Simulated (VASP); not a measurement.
Wanted: the native input for a VASP 6.6.1 run.

```yaml
Task: electric field gradients
Functional: PBE
Dispersion: D3(BJ)
Potentials_or_basis: VASP PAW PBE potentials, release 64 (Ba_sv, Zr_sv, O)
Cutoff: 520 eV
k_mesh: 8 × 8 × 8
Occupations: fermi-dirac, width 0.02 eV
Spin: no spin polarisation
Dipole_correction: no
Further_INCAR_settings: ALGO = Normal; EDIFF = 1e-08; NBANDS = 28
```

The structure of BaZrO3 lies in POSCAR:

```
BaZrO3
1.0
    4.1913400000      0.0000000000      0.0000000000
    0.0000000000      4.1913400000      0.0000000000
    0.0000000000      0.0000000000      4.1913400000
Ba Zr O
1 1 3
Direct
    0.0000000000      0.0000000000      0.0000000000
    0.5000000000      0.5000000000      0.5000000000
    0.0000000000      0.5000000000      0.5000000000
    0.5000000000      0.0000000000      0.5000000000
    0.5000000000      0.5000000000      0.0000000000
```

The input as run:

INCAR

```
PREC = Accurate ; ENCUT = 520
EDIFF = 1E-8 ; ISMEAR = -1
SIGMA = 0.02 ; LREAL = F
LASPH = T ; NELM = 100
ALGO = Normal ; ISIF = 2
LWAVE = F ; LCHARG = F
GGA = PE ; IVDW = 12
LEFG = T ; NBANDS = 28
```

KPOINTS

```
Automatic mesh
0
Gamma
  8 8 8
```

Potentials or basis: VASP PAW PBE potentials, release 64 (Ba_sv, Zr_sv, O).

Command:

```bash
$ cat potpaw_PBE.64/Ba_sv/POTCAR potpaw_PBE.64/Zr_sv/POTCAR potpaw_PBE.64/O/POTCAR > POTCAR
$ mpirun -np 1 vasp_std > vasp.out
```

Results of the run:

| Property | Result |
| --- | --- |
| Pressure | 2.4 GPa |
| Band gap on the k mesh | 3.19 eV, indirect (least direct gap 3.41 eV) |
| Dispersion energy per atom | -0.246 eV |

Caveat: without QUAD_EFG the Cq values of the log hold for a quadrupole moment of 1 mb, not for the nuclei; spin-orbit coupling is left out, which moves the levels of the heavy elements.

It took 32 s on 1 thread of AMD EPYC 9R45 (Zen 5), with other jobs on the host, peak memory 0.2 GiB.
